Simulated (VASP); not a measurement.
Write the native input for VASP 6.6.1 that does the following.

| Quantity | Value |
| --- | --- |
| Task | single point |
| Functional | LDA |
| Potentials or basis | VASP PAW LDA potentials, release 64 (Rh_pv) |
| Cutoff | 520 eV |
| k mesh | 18 × 18 × 18 |
| Occupations | fermi-dirac, width 0.05 eV |
| Spin | no spin polarisation |
| Dipole correction | no |
| Further INCAR settings | ALGO = Normal; EDIFF = 1e-07; NBANDS = 14 |

The structure of Rh lies in POSCAR:

```
Rh
1.0
    0.0000000000      1.9155890106      1.9155890106
    1.9155890106      0.0000000000      1.9155890106
    1.9155890106      1.9155890106      0.0000000000
Rh
1
Direct
    0.0000000000      0.0000000000      0.0000000000
```

This cell differs from its parent crystal: volume scaled by 1.02.

One way to write it, as run:

INCAR

```
SYSTEM = Rh
  PREC = Accurate
  ENCUT = 520
  EDIFF = 1E-7
  ISMEAR = -1
  SIGMA = 0.05
  LREAL = .False.
  LASPH = .True.
  NELM = 80
  ALGO = Normal
  ISIF = 2
  LWAVE = .False.
  LCHARG = .False.
  GGA = CA
  NBANDS = 14
```

KPOINTS

```
regular mesh
0
Gamma
  18 18 18
  0 0 0
```

Potentials or basis: VASP PAW LDA potentials, release 64 (Rh_pv).

Command:

```console
$ cat potpaw_LDA.64/Rh_pv/POTCAR > POTCAR
$ mpirun -np 1 vasp_std > vasp.out
```

It gave:

* Pressure: -15.9 GPa

It took 18 s on 1 thread of AMD EPYC 9R14 (Zen 4) (shared host), peak memory 0.11 GiB.
